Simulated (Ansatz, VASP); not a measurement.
# TiPd: VASP beside Ansatz

```
Ti Pd
1.0
     3.18000    0.00000    0.00000
     0.00000    3.18000    0.00000
     0.00000    0.00000    3.27540
Ti Pd
1 1
Cartesian
  1.5900 1.5900 1.6377
  0.0000 0.0000 0.0000
```

Change from the starting cell: strain +0.000 along x and y, +0.030 along z, atoms carried along.

Alike in both runs: task single point; functional LDA; k mesh 16 × 16 × 16; occupations gaussian, width 0.15 eV; no spin polarisation.

```csv
,VASP,Ansatz
version,VASP 6.6.1,Ansatz 0.2.0
potentials or method,"VASP PAW LDA potentials, release 64 (Ti_sv, Pd), cutoff 520 eV","scalar-relativistic, plane waves, PAW"
valence electrons in the cell,22,30
```

|  | VASP | Ansatz | Ansatz less VASP |
| --- | --- | --- | --- |
| gap on the k mesh at the Fermi level (eV) | none | none | - |
| pressure (GPa) | -14.9 | -15.2 | -0.25 |
| traceless stress, the component that is largest in VASP (GPa) | 0.56 | 0.54 | -0.019 |

LDA's correlation is that of Perdew and Zunger in VASP and of Perdew and Wang (1992) in Ansatz. A gap of «none» marks a metal or a gap that the smearing closes. VASP's potentials hold 22 valence electrons a cell and Ansatz's 30, so a difference there can come from the potentials and not from the codes.
